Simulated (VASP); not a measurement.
# ZnCu (Cmmm) in VASP: a series of runs

The runs below take ZnCu through single point, with r2SCAN.

All numbers are computed with VASP 6.6.1; they aren't measurements. Logs are shortened: lines on timing, memory, paths and dates and some standing lists are left out, and cuts for length are marked.

### 1 The cell of the first run

The structure is orthorhombic, space group Cmmm (No. 65). The conventional cell has a = 3.028 Å, b = 4.317 Å, c = 4.213 Å, α = 90.00°, β = 90.00°, γ = 90.00°. Within 3.4 Å of Zn (site symmetry mmm) lie 8 Cu at 2.59 to 3.02 Å and 6 Zn at 2.64 to 3.03 Å. Within 3.4 Å of Cu (site symmetry mmm) lie 8 Zn at 2.59 to 3.02 Å and 6 Cu at 2.64 to 3.03 Å.

### 2 Single point, r2SCAN

POSCAR reads:

```
ZnCu
1.0
    1.5140361906     -2.1583393825      0.0000000000
    1.5140361906      2.1583393825      0.0000000000
    0.0000000000      0.0000000000      4.2130880308
Zn Cu
1 1
Direct
    0.5000000000      0.5000000000      0.5000000000
    0.0000000000      0.0000000000      0.0000000000
```

INCAR.step1 reads:

```
  PREC = Accurate
  ENCUT = 520
  ISMEAR = 1
  SIGMA = 0.1
  LREAL = F
  LASPH = T
  NELM = 100
  NBANDS = 18
  GGA = PE
  ALGO = Normal
  EDIFF = 1E-4
  LWAVE = T
  LCHARG = F
```

INCAR.step2 reads:

```
  PREC = Accurate
  ENCUT = 520
  EDIFF = 1E-7
  ISMEAR = 1
  SIGMA = 0.1
  LREAL = F
  LASPH = T
  NELM = 100
  ALGO = Normal
  ISIF = 2
  LWAVE = F
  LCHARG = F
  METAGGA = R2SCAN
  LMIXTAU = T
  NBANDS = 18
  ISTART = 1
```

KPOINTS reads:

```
Automatic mesh
0
Gamma
  12 12 7
```

Potentials or basis: VASP PAW PBE potentials, release 64 (Zn, Cu).

Started as:

```console
$ cat potpaw_PBE.64/Zn/POTCAR potpaw_PBE.64/Cu/POTCAR > POTCAR
$ cp INCAR.step1 INCAR
$ mpirun -np 1 vasp_std > vasp.out
$ cp INCAR.step2 INCAR
$ mpirun -np 1 vasp_std > vasp.out
```

OUTCAR:

```text
PREC = Accurate
   ENCUT = 520
   EDIFF = 1E-7
   ISMEAR = 1
   LREAL = F
   LASPH = T
   NELM = 100
   ISIF = 2
   METAGGA = R2SCAN
   ISTART = 1

 ion  position               nearest neighbor table
   1  0.500  0.500  0.500-   2 2.59   2 2.59   2 2.59   2 2.59
   2  0.000  0.000  0.000-   1 2.59   1 2.59   1 2.59   1 2.59

  LATTYP: Found a base centered orthorhombic cell.
 ALAT       =     3.0280723812
 B/A-ratio  =     1.4255533625
 C/A-ratio  =     1.3913432377

  Lattice vectors:

 A1 = (   1.5140361906,  -2.1583393825,   0.0000000000)
 A2 = (   1.5140361906,   2.1583393825,   0.0000000000)
 A3 = (   0.0000000000,   0.0000000000,   4.2130880308)

Analysis of symmetry for initial positions (statically):
=====================================================================
 Subroutine PRICEL returns:
 Original cell was already a primitive cell.

 Routine SETGRP: Setting up the symmetry group for a
 base centered orthorhombic supercell.

 Subroutine GETGRP returns: Found  8 space group operations
 (whereof  8 operations were pure point group operations)
 out of a pool of  8 trial point group operations.

The static configuration has the point symmetry D_2h.

Analysis of symmetry for dynamics (positions and initial velocities):
=====================================================================
 Subroutine PRICEL returns:
 Original cell was already a primitive cell.

 Routine SETGRP: Setting up the symmetry group for a
 base centered orthorhombic supercell.

 Subroutine GETGRP returns: Found  8 space group operations
 (whereof  8 operations were pure point group operations)
 out of a pool of  8 trial point group operations.

The dynamic configuration has the point symmetry D_2h.

 Subroutine INISYM returns: Found  8 space group operations
 (whereof  8 operations are pure point group operations),
 and found     1 'primitive' translations

----------------------------------------------------------------------------------------

                                     Primitive cell

  volume of cell :      27.5351

  direct lattice vectors                    reciprocal lattice vectors
     1.514036191 -2.158339382  0.000000000     0.330243097 -0.231659582  0.000000000
     1.514036191  2.158339382  0.000000000     0.330243097  0.231659582  0.000000000
     0.000000000  0.000000000  4.213088031     0.000000000  0.000000000  0.237355591

  length of vectors
     2.636424563  2.636424563  4.213088031     0.403393933  0.403393933  0.237355591

  position of ions in fractional coordinates (direct lattice)
     0.500000000  0.500000000  0.500000000
     0.000000000  0.000000000  0.000000000

  ion indices of the primitive-cell ions
   primitive index   ion index
                 1           1
                 2           2

----------------------------------------------------------------------------------------

 KPOINTS: Automatic mesh

Automatic generation of k-mesh.
 Grid dimensions read from file:
 generate k-points for:   12   12    7

 Generating k-lattice:

  Cartesian coordinates                     Fractional coordinates (reciprocal lattice)
     0.027520258 -0.019304965  0.000000000     0.083333333  0.000000000  0.000000000
     0.027520258  0.019304965  0.000000000     0.000000000  0.083333333  0.000000000
     0.000000000  0.000000000  0.033907942     0.000000000  0.000000000  0.142857143

  Length of vectors
     0.033616161  0.033616161  0.033907942

  Shift w.r.t. Gamma in fractional coordinates (k-lattice)
     0.000000000  0.000000000  0.000000000

 Subroutine IBZKPT returns following result:
 ===========================================

 Found    172 irreducible k-points:

 Following reciprocal coordinates:
            Coordinates               Weight
  0.000000  0.000000  0.000000      1.000000
  0.083333 -0.000000  0.000000      4.000000
  0.166667  0.000000  0.000000      4.000000
  0.250000  0.000000  0.000000      4.000000
  0.333333 -0.000000  0.000000      4.000000
  0.416667 -0.000000  0.000000      4.000000
[... 16 lines left out ...]
  0.500000  0.166667  0.000000      4.000000
 -0.416667  0.166667  0.000000      4.000000
 [... further k-points ...]
   k-points           NKPTS =    172   k-points in BZ     NKDIM =    172   number of bands    NBANDS=     18
   number of dos      NEDOS =    301   number of ions     NIONS =      2
   total plane-waves  NPLWV =  12800
   dimension x,y,z NGX =    20 NGY =   20 NGZ =   32
   dimension x,y,z NGXF=    40 NGYF=   40 NGZF=   64
   ions per type =               1   1
   NGX,Y,Z   is equivalent  to a cutoff of  12.61, 12.61, 12.63 a.u.
   NGXF,Y,Z  is equivalent  to a cutoff of  25.22, 25.22, 25.25 a.u.
 SYSTEM =  unknown system
   PREC   = accura    normal or accurate (medium, high low for compatibility)
   ISTART =      1    job   : 0-new  1-cont  2-samecut
   ICHARG =      0    charge: 1-file 2-atom 10-const
   ISPIN  =      1    spin polarized calculation?
   LNONCOLLINEAR =      F non collinear calculations
   LSORBIT =      F    spin-orbit coupling
   LASPH  =      T    aspherical Exc in radial PAW
   ENCUT  =  520.0 eV  38.22 Ry    6.18 a.u.   4.90  4.90  7.83*2*pi/ulx,y,z
   NELM   =    100;   NELMIN=  2; NELMDL=  0     # of ELM steps
   EDIFF  = 0.1E-06   stopping-criterion for ELM
   LREAL  =      F    real-space projection
   EDIFFG = 0.1E-05   stopping-criterion for IOM
   NSW    =      0    number of steps for IOM
   IBRION =     -1    ionic relax: 0-MD 1-quasi-New 2-CG
   NFREE  =      0    steps in history (QN), initial steepest desc. (CG)
   ISIF   =      2    stress and relaxation
   ISYM   =      2    0-nonsym 1-usesym 2-fastsym
   POTIM  = 0.5000    time-step for ionic-motion
   TEBEG  =    0.0;   TEEND  =   0.0 temperature during run
   PSTRESS=    0.0 pullay stress
   NELECT =      23.0000    total number of electrons
   NUPDOWN=      -1.0000    fix difference up-down
   EMIN   =  10.00;   EMAX   =-10.00  energy-range for DOS
   EFERMI =   0.00;   METHOD = LEGACY
   ISMEAR =     1;   SIGMA  =   0.10  broadening in eV -4-tet -1-fermi 0-gaus
   EFERMI_NEDOS =   21; number of points for ismear=-14 and -15
   IALGO  =     38    algorithm
   IMIX   =      4    mixing-type and parameters
     AMIX     =   0.40;   BMIX     =  1.00
     AMIX_MAG =   1.60;   BMIX_MAG =  1.00
  volume/ion in A,a.u.               =      13.77        92.91
  Fermi-wavevector in a.u.,A,eV,Ry     =   1.541778  2.913539 32.342142  2.377080
  Thomas-Fermi vector in A             =   2.647676
   LORBIT       =      0    0 simple, 1 ext, 2 COOP (PROOUT), +10 PAW based schemes
   METAGGA = R2SCAN    functional components
   LHFCALC =     F    Hartree Fock is set to
   AEXX    =    0.0000 exact exchange contribution
   IVDW    =     0    specifies the selected vdW correction
   LEPSILON=     F    determine dielectric tensor
   LRPA    =     F    only Hartree local field effects (RPA)
 non-spin polarized calculation
 Methfessel and Paxton  Order N= 1 SIGMA  =   0.10
  energy-cutoff  :      520.00
  volume of cell :       27.54
 maximum number of plane-waves:       755
   NGX =  9   NGY =  9   NGZ = 15

 number of electron      23.0000030 magnetization

 Free energy of the ion-electron system (eV)
  ---------------------------------------------------
  ext. energy  EPLUGINS =         0.00000000
  ---------------------------------------------------
  free energy    TOTEN  =       -19.76134426 eV

  energy without entropy =      -19.76205316  energy(sigma->0) =      -19.76158056

 E-fermi :   4.6223     XC(G=0): -13.0471

 val. band max:        4.6198668490   @ k =   0.1667   0.0000   0.0000
 cond. band min:       4.6325235543   @ k =   0.4167   0.1667   0.4286
 fundamental gap:      0.0126567054
 Fermi energy:         4.6222739768

 k-point     1 :       0.0000    0.0000    0.0000
  band No.  band energies     occupation
      1      -5.5783      2.00000
      2      -3.5271      2.00000
      3      -3.4158      2.00000
      4      -2.7754      2.00000
      5      -2.7629      2.00000
      6      -2.5884      2.00000
[... 10 lines left out ...]
     17      25.1636      0.00000
     18      27.8280      0.00000

 k-point     2 :       0.0833   -0.0000    0.0000
  band No.  band energies     occupation
      1      -5.3925      2.00000
      2      -3.4911      2.00000
      3      -3.3959      2.00000
      4      -2.8059      2.00000
      5      -2.7619      2.00000
      6      -2.6108      2.00000
[... 10 lines left out ...]
     17      25.7755      0.00000
     18      26.1928      0.00000

 k-point     3 :       0.1667    0.0000    0.0000
  band No.  band energies     occupation
      1      -4.8510      2.00000
      2      -3.4379      2.00000
      3      -3.2962      2.00000
      4      -2.9098      2.00000
      5      -2.7475      2.00000
      6      -2.6432      2.00000
[... 10 lines left out ...]
     17      22.9350      0.00000
     18      24.4676      0.00000

 k-point     4 :       0.2500    0.0000    0.0000
  band No.  band energies     occupation
      1      -4.0712      2.00000
      2      -3.3628      2.00000
      3      -3.0788      2.00000
      4      -3.0625      2.00000
      5      -2.6994      2.00000
      6      -2.6599      2.00000
[... 375 lines left out ...]
      4      -2.8358      2.00000
      5      -2.7908      2.00000
      6       0.3273      2.00000
[... 10 lines left out ...]
     17      13.0844      0.00000
     18      21.1267      0.00000

 k-point    23 :       0.5000    0.1667    0.0000
  band No.  band energies     occupation
      1      -3.4253      2.00000
      2      -3.3010      2.00000
      3      -2.9672      2.00000
      4      -2.8285      2.00000
      5      -2.8233      2.00000
      6       0.1076      2.00000
[... 10 lines left out ...]
     17      13.8595      0.00000
     18      21.8650      0.00000

 k-point    24 :      -0.4167    0.1667    0.0000
  band No.  band energies     occupation
      1      -3.3575      2.00000
      2      -3.2548      2.00000
      3      -3.0607      2.00000
      4      -2.9693      2.00000
      5      -2.8183      2.00000
      6      -1.1781      2.00000
[... 10 lines left out ...]
     17      16.3596      0.00000
     18      22.8226      0.00000

 [... further k-points ...]

------------------------ aborting loop because EDIFF is reached ----------------------------------------

  FORCE on cell =-STRESS in cart. coord.  units (eV):
  Direction    XX          YY          ZZ          XY          YZ          ZX
  --------------------------------------------------------------------------------------
  -------------------------------------------------------------------------------------
  Total       -1.4785281     -1.6387739     -1.7784847     -0.0000000      0.0000000      0.0000000
  in kB      -86.0307381    -95.3549199   -103.4842352     -0.0000000      0.0000000      0.0000000
  external PRESSURE =     -94.9566311 kB  Pullay stress =       0.0000000 kB

 VOLUME and BASIS-vectors are now :
 -----------------------------------------------------------------------------
  energy-cutoff  :      520.00
  volume of cell :       27.54
      direct lattice vectors                 reciprocal lattice vectors
     1.514036191 -2.158339382  0.000000000     0.330243097 -0.231659582  0.000000000
     1.514036191  2.158339382  0.000000000     0.330243097  0.231659582  0.000000000
     0.000000000  0.000000000  4.213088031     0.000000000  0.000000000  0.237355591

 POSITION                                       TOTAL-FORCE (eV/Angst)
 -----------------------------------------------------------------------------------
      1.51404      0.00000      2.10654         0.000000     -0.000000      0.000000
      0.00000      0.00000      0.00000        -0.000000      0.000000      0.000000
 -----------------------------------------------------------------------------------
    total drift:                                0.000000      0.000000      0.000000

  FREE ENERGIE OF THE ION-ELECTRON SYSTEM (eV)
  ---------------------------------------------------
  free  energy   TOTEN  =       -19.7613442585 eV

  energy  without entropy=      -19.7620531612  energy(sigma->0) =      -19.76158056
```

It took 3.9 min on 1 thread of Intel Xeon Platinum 8488C (Sapphire Rapids), shared host; peak memory 0.21 GiB.

What came out:

```yaml
Free_energy: -19.7613 eV
Pressure: -9.5 GPa
```

Stress tensor (GPa, compression positive):
```
 -8.60   0.00   0.00
  0.00  -9.54   0.00
  0.00   0.00 -10.35
```

Levels at points of the mesh, in eV from the Fermi level:
```csv
k point,band 8,band 9,band 10,band 11,band 12,band 13,band 14,band 15,band 16,band 17
"(0.00, 0.00, 0.00)",-3.36,-2.45,-2.44,-2.35,-1.54,2.15,14.45,15.37,18.27,20.54
"(0.50, 0.00, 0.00)",-3.61,-2.81,-2.49,-2.19,-0.76,6.68,6.69,6.85,7.61,14.05
"(0.50, 0.50, 0.00)",-2.84,-2.74,-1.93,-1.82,1.56,6.22,6.35,6.71,11.00,11.16
```

Caveat: the PAW data sets were made with another functional, which shifts forces and pressure a little.

### 3 Single point, r2SCAN

This run uses another cell than the first one, of 14.12 Å³/atom, 1.025 times its volume.

POSCAR reads:

```
ZnCu
1.0
    1.5267065386     -2.1764016397      0.0000000000
    1.5267065386      2.1764016397      0.0000000000
    0.0000000000      0.0000000000      4.2483456368
Zn Cu
1 1
Direct
    0.5000000000      0.5000000000      0.5000000000
    0.0000000000      0.0000000000      0.0000000000
```

INCAR.step1 reads:

```
SYSTEM = ZnCu
PREC = Accurate
ENCUT = 520
ISMEAR = 1
SIGMA = 0.1
LREAL = .FALSE.
LASPH = .TRUE.
NELM = 100
NBANDS = 18
GGA = PE
ALGO = Normal
EDIFF = 1E-4
LWAVE = .TRUE.
LCHARG = .FALSE.
```

INCAR.step2 reads:

```
SYSTEM = ZnCu
PREC = Accurate
ENCUT = 520
EDIFF = 1E-7
ISMEAR = 1
SIGMA = 0.1
LREAL = .FALSE.
LASPH = .TRUE.
NELM = 100
ALGO = Normal
ISIF = 2
LWAVE = .FALSE.
LCHARG = .FALSE.
METAGGA = R2SCAN
LMIXTAU = .TRUE.
NBANDS = 18
ISTART = 1
```

KPOINTS reads:

```
regular mesh
0
G
  12 12 7
  0 0 0
```

Potentials or basis: VASP PAW PBE potentials, release 64 (Zn, Cu).

Started as:

```console
$ cat potpaw_PBE.64/Zn/POTCAR potpaw_PBE.64/Cu/POTCAR > POTCAR
$ cp INCAR.step1 INCAR
$ mpirun -np 1 vasp_std > vasp.out
$ cp INCAR.step2 INCAR
$ mpirun -np 1 vasp_std > vasp.out
```

It took 3.7 min on 1 thread of Intel Xeon Platinum 8488C (Sapphire Rapids), shared host; peak memory 0.21 GiB.

Results (log left out):

```yaml
Free_energy: -19.7158 eV
Pressure: -11.3 GPa
```

Stress tensor (GPa, compression positive):
```
-10.53   0.00   0.00
  0.00 -11.28   0.00
  0.00   0.00 -12.20
```

Levels at points of the mesh, in eV from the Fermi level:
| k point | band 9 | band 10 | band 11 | band 12 | band 13 | band 14 |
| --- | --- | --- | --- | --- | --- | --- |
| (0.00, 0.00, 0.00) | -2.41 | -2.41 | -2.32 | -1.47 | 2.04 | 14.17 |
| (0.50, 0.00, 0.00) | -2.79 | -2.45 | -2.17 | -0.77 | 6.54 | 6.59 |
| (0.50, 0.50, 0.00) | -2.70 | -1.86 | -1.81 | 1.46 | 6.13 | 6.25 |

Caveat: the PAW data sets were made with another functional, which shifts forces and pressure a little.
